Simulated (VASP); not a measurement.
A run of VASP 6.6.1:

Contents of INCAR:

```
  PREC = Accurate
  ENCUT = 520
  EDIFF = 1E-7
  ISMEAR = 0
  SIGMA = 0.1
  LREAL = F
  LASPH = T
  NELM = 80
  ALGO = Normal
  ISIF = 2
  LWAVE = F
  LCHARG = F
  GGA = PE
  NBANDS = 46
```

Contents of KPOINTS:

```
Automatic mesh
0
Gamma
  4 4 4
```

File POSCAR:

```
InGa3P4
1.0
    5.2749515595      0.0000000000      0.0000000000
    0.0000000000      5.2749515595      0.0000000000
    0.0000000000      0.0000000000      5.2749515595
In Ga P
1 3 4
Direct
    0.5000000000      0.5000000000      0.5000000000
    0.0000000000      0.0000000000      0.5000000000
    0.5000000000      0.0000000000      0.0000000000
    0.0000000000      0.5000000000      0.0000000000
    0.5000000000      0.5000000000      0.0000000000
    0.0000000000      0.5000000000      0.5000000000
    0.5000000000      0.0000000000      0.5000000000
    0.0000000000      0.0000000000      0.0000000000
```

Potentials or basis: VASP PAW PBE potentials, release 64 (In_d, Ga_d, P).

Run with:

```bash
$ cat potpaw_PBE.64/In_d/POTCAR potpaw_PBE.64/Ga_d/POTCAR potpaw_PBE.64/P/POTCAR > POTCAR
$ mpirun -np 1 vasp_std > vasp.out
```

Hardware: 1 thread of Intel(R) Xeon(R) 6975P-C (Granite Rapids), with other jobs on the host.

**Question.** Estimate the wall time of this run.

**Answer.** It took 43 s on 1 thread of Intel(R) Xeon(R) 6975P-C (Granite Rapids), with other jobs on the host, peak memory 0.26 GiB. Counts: scf iterations 16, k points 10.
